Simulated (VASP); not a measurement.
In3Cu:

```xyz
4
Lattice="4.4828 0.0000 0.0000 0.0000 4.4828 0.0000 0.0000 0.0000 4.4828" Properties=species:S:1:pos:R:3 pbc="T T T"
In    0.0000    2.2414    2.2414
In    2.2414    0.0000    2.2414
In    2.2414    2.2414    0.0000
Cu    0.0000    0.0000    0.0000
```

Base run:

- Program: VASP 6.6.1
- Functional: r2SCAN
- Potentials or basis: VASP PAW PBE potentials, release 64 (In_d, Cu)
- Cutoff: 660 eV
- k mesh: 5 × 5 × 5
- Occupations: gaussian, width 0.2 eV
- Spin: no spin polarisation

Its results: band gap on the k mesh zero (bands 25 and 26 overlap by 3.01 eV); pressure -1.6 GPa.

Question: The run is repeated on the same cell with these changes: functional from r2SCAN to PBE; cutoff from 660 eV to 600 eV. What comes out?

Answer: Band gap on the k mesh zero (bands 25 and 26 overlap by 2.87 eV); pressure 0.9 GPa.

Caveats: spin-orbit coupling is left out, which moves the levels of the heavy elements; the PAW data sets were made with another functional, which shifts forces and pressure a little (at least some runs).
